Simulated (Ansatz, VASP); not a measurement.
# Ga2O3 in VASP and in Ansatz

```xyz
10
Lattice="2.5287 1.4600 4.5410 -2.5287 1.4600 4.5410 0.0000 -2.9199 4.5410" Properties=species:S:1:pos:R:3 pbc="T T T"
Ga    0.0000    0.0000    4.8230
Ga    0.0000    0.0000    1.9385
Ga    0.0000    0.0000    8.8001
Ga    0.0000    0.0000   11.6846
O    -0.9954    1.4557    7.9469
O    -0.7629   -1.5899    7.9469
O     1.7584    0.1342    7.9469
O     0.9954   -1.4557    5.6762
O     0.7629    1.5899    5.6762
O    -1.7584   -0.1342    5.6762
```

Change from the starting cell: mode 4 (142.6 1/cm) frozen in, largest displacement +0.025 Å.

Alike in both runs: task single point; functional PBE; k mesh 6 × 6 × 6; occupations gaussian, width 0.05 eV; no spin polarisation.

```csv
,VASP,Ansatz
version,VASP 6.6.1,Ansatz 0.2.0
potentials or method,"VASP PAW PBE potentials, release 64 (Ga_d, O), cutoff 520 eV","scalar-relativistic, plane waves, PAW"
valence electrons in the cell,88,88
```

|  | VASP | Ansatz | Ansatz less VASP |
| --- | --- | --- | --- |
| gap on the k mesh at the Fermi level (eV) | 2.39 | 2.40 | +0.008 |
| least direct gap on the mesh (eV) | 2.62 | 2.63 | +0.008 |
| pressure (GPa) | 1.0 | 0.1 | -0.91 |
| traceless stress, the component that is largest in VASP (GPa) | -0.10 | -0.01 | +0.089 |
| rms of the force components (eV/Å) | 0.049 | 0.048 | -0.0018 |

The functional is the same, so the differences come from potentials, cutoffs and numerics.
